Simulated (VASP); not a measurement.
A run of VASP 6.6.1 is set up as follows.

Contents of INCAR:

```
PREC = Accurate ; ENCUT = 520
EDIFF = 1E-6 ; ISMEAR = -1
SIGMA = 0.05 ; LREAL = F
LASPH = T ; NELM = 100
ALGO = Fast ; ISIF = 2
LWAVE = F ; LCHARG = F
GGA = CA ; NBANDS = 18
```

Contents of KPOINTS:

```
Automatic mesh
0
Gamma
  11 11 11
```

File POSCAR:

```
CuAu
1.0
    1.4333716108      0.8275574853      4.2276049958
   -1.4333716108      0.8275574853      4.2276049958
    0.0000000000     -1.6551149707      4.2276049958
Au Cu
1 1
Direct
    0.0000000000      0.0000000000      0.0000000000
    0.5000000000      0.5000000000      0.5000000000
```

Potentials or basis: VASP PAW LDA potentials, release 64 (Au, Cu).

Run with:

```sh
$ cat potpaw_LDA.64/Au/POTCAR potpaw_LDA.64/Cu/POTCAR > POTCAR
$ mpirun -np 1 vasp_std > vasp.out
```

Problem. Estimate the band gap on the k mesh.

Solution. Zero (band 11 reaches 10.16 eV, above the bottom of band 12 at 5.88 eV).

Problem. What does it give for the pressure?

Solution. -8.7 GPa.

Stress tensor (GPa, compression positive):
```
-9.03  0.00  0.00
 0.00 -9.03  0.00
 0.00  0.00 -7.96
```

Caveat: spin-orbit coupling is left out, which moves the levels of the heavy elements.
